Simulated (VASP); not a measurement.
**Sb2Se3: single point with PBE**

Sb2Se3:

```
CELL_PARAMETERS angstrom
2.03625 1.17563 10.33642
-2.03625 1.17563 10.33642
0.00000 -2.35126 10.33642
ATOMIC_POSITIONS crystal
Sb 0.39445 0.39445 0.39445
Sb 0.60555 0.60555 0.60555
Se 0.77779 0.77779 0.77779
Se 0.22221 0.22221 0.22221
Se 0.00000 0.00000 0.00000
```

* Program: VASP 6.6.1
* Task: single point
* Functional: PBE
* Potentials or basis: VASP PAW PBE potentials, release 64 (Sb, Se)
* Cutoff: 500 eV
* k mesh: 12 × 12 × 12
* Occupations: gaussian, width 0.01 eV
* Spin: no spin polarisation

```json
{
  "Pressure": "0.0 GPa",
  "Largest force": "0.024 eV/Å",
  "Band gap on the k mesh": "0.34 eV (least direct gap 0.38 eV)"
}
```

Forces on the atoms (eV/Å):
```
Sb   0.000  0.000 -0.024
Sb   0.000  0.000  0.024
Se   0.000  0.000  0.009
Se   0.000  0.000 -0.009
Se   0.000  0.000  0.000
```

Levels at points of the mesh, in eV from the valence-band top:
| k point | band 10 | band 11 | band 12 | band 13 | band 14 | band 15 | band 16 | band 17 | band 18 | band 19 |
| --- | --- | --- | --- | --- | --- | --- | --- | --- | --- | --- |
| (0.00, 0.00, 0.00) | -1.67 | -1.58 | -1.22 | -1.22 | -0.04 | 0.34 | 1.41 | 1.41 | 2.27 | 2.54 |
| (0.50, 0.00, 0.00) | -2.79 | -2.48 | -1.71 | -1.34 | -0.52 | 1.00 | 2.06 | 2.65 | 3.09 | 3.87 |
| (0.50, 0.50, 0.00) | -2.70 | -2.06 | -1.61 | -1.43 | -0.78 | 1.30 | 1.99 | 2.26 | 3.09 | 3.71 |
| (0.50, 0.50, 0.50) | -1.63 | -1.25 | -1.25 | -0.80 | -0.59 | 0.54 | 1.47 | 1.47 | 2.26 | 2.45 |

It took 44 min on 1 thread of Intel(R) Xeon(R) Platinum 8259CL CPU @ 2.50GHz (Skylake/Cascade Lake), with other jobs on the host, peak memory 1.2 GiB.

Caveat: semilocal functionals underestimate gaps, and a narrow one can read as zero; spin-orbit coupling is left out, which moves the levels of the heavy elements. A k mesh can miss the band edges.
